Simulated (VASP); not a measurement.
Pb:

```
Pb
1.0
     0.00000    3.44673    3.44673
     3.44673    0.00000    3.44673
     3.44673    3.44673    0.00000
Pb
2
Direct
  0.12500 0.12500 0.12500
  0.87500 0.87500 0.87500
```

```yaml
Program: VASP 6.6.1
Task: relaxation of cell and atoms
Functional: revPBE
Potentials_or_basis: VASP PAW PBE potentials, release 64 (Pb_d)
Cutoff: 600 eV
k_mesh: 8 × 8 × 8
Occupations: fermi-dirac, width 0.1 eV
Spin: no spin polarisation
```

At the start: pressure 3.0 GPa; volume 40.95 Å³/atom.

Task: Where does the relaxation end?

Result: Over 3 steps the energy falls by 37.7 meV/atom and the volume is 45.39 Å³/atom (+10.9 %); space group Fd-3m (No. 227, to 0.05 Å).

The path:
```tsv
step	energy change (eV)	largest force (eV/Å)	pressure (GPa)	volume (Å³)
1	0.0000	0.0000	3.01	81.89
2	-0.0750	0.0000	-0.13	91.37
3	-0.0753	0.0000	0.00	90.79
```

Final structure:
```cif
data_structure
_symmetry_space_group_name_H-M 'P 1'
_symmetry_Int_Tables_number 1
_cell_length_a 5.0449
_cell_length_b 5.0449
_cell_length_c 5.0449
_cell_angle_alpha 60.000
_cell_angle_beta 60.000
_cell_angle_gamma 60.000
_cell_volume 90.79
loop_
_atom_site_label
_atom_site_type_symbol
_atom_site_fract_x
_atom_site_fract_y
_atom_site_fract_z
_atom_site_occupancy
Pb1 Pb 0.12500 0.12500 0.12500 1
Pb2 Pb 0.87500 0.87500 0.87500 1
```

Caveat: the PAW data sets were made with another functional, which shifts forces and pressure a little.
